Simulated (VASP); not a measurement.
Be2Cd2O:

```
CELL_PARAMETERS angstrom
3.69389 0.00000 0.00000
-1.84695 3.19901 0.00000
0.00000 0.00000 6.25346
ATOMIC_POSITIONS crystal
Be 0.33333 0.66667 0.63180
Be 0.66667 0.33333 0.36820
Cd 0.33333 0.66667 0.26060
Cd 0.66667 0.33333 0.73940
O 0.00000 0.00000 0.00000
```

| Quantity | Value |
| --- | --- |
| Program | VASP 6.6.1 |
| Task | relaxation of cell and atoms |
| Functional | PBE |
| Potentials or basis | VASP PAW PBE potentials, release 64 (Be, Cd, O) |
| Cutoff | 600 eV |
| k mesh | 6 × 6 × 4 |
| Occupations | gaussian, width 0.1 eV |
| Spin | no spin polarisation |

At the start: pressure 7.2 GPa; volume 14.78 Å³/atom.

Q: Where does the relaxation end?

A: Over 15 steps the energy falls by 630.3 meV/atom and the volume is 14.35 Å³/atom (-2.9 %); space group P-3m1 (No. 164, to 0.05 Å).

The path:
```
step  energy change (eV)  largest force (eV/Å)  pressure (GPa)  volume (Å³)
   1              0.0000                3.6467            7.21        73.90
   2             -1.2766                1.9571           -3.65        81.21
   3             -1.5353                1.0914           -7.73        86.34
   4             -2.2712                1.0612           -4.05        78.24
   5             -2.4520                0.8885            1.29        73.02
   6             -2.7074                0.8506            1.83        72.55
   7             -2.8528                1.2549            6.10        70.40
   8             -2.9404                1.1096            3.90        71.38
   9             -3.0792                0.3247           -2.91        76.14
  10             -3.0859                0.3219           -1.89        75.29
  11             -3.1297                0.2975           -0.72        73.44
  12             -3.1402                0.2736            0.27        72.09
  13             -3.1490                0.1166           -0.13        72.24
  14             -3.1508                0.0368           -0.38        72.35
  15             -3.1513                0.0161            0.38        71.74
```

Final structure:
```yaml
crystal:
  lattice:
    - [3.41881, 0.00000, 0.00000]
    - [-1.70940, 2.96078, 0.00000]
    - [0.00000, 0.00000, 7.08765]
  atoms:
    - { symbol: Be, position: [0.33333, 0.66667, 0.55651] }
    - { symbol: Be, position: [0.66667, 0.33333, 0.44349] }
    - { symbol: Cd, position: [0.33333, 0.66667, 0.19801] }
    - { symbol: Cd, position: [0.66667, 0.33333, 0.80199] }
    - { symbol: O, position: [0.00000, 0.00000, 0.00000] }
```
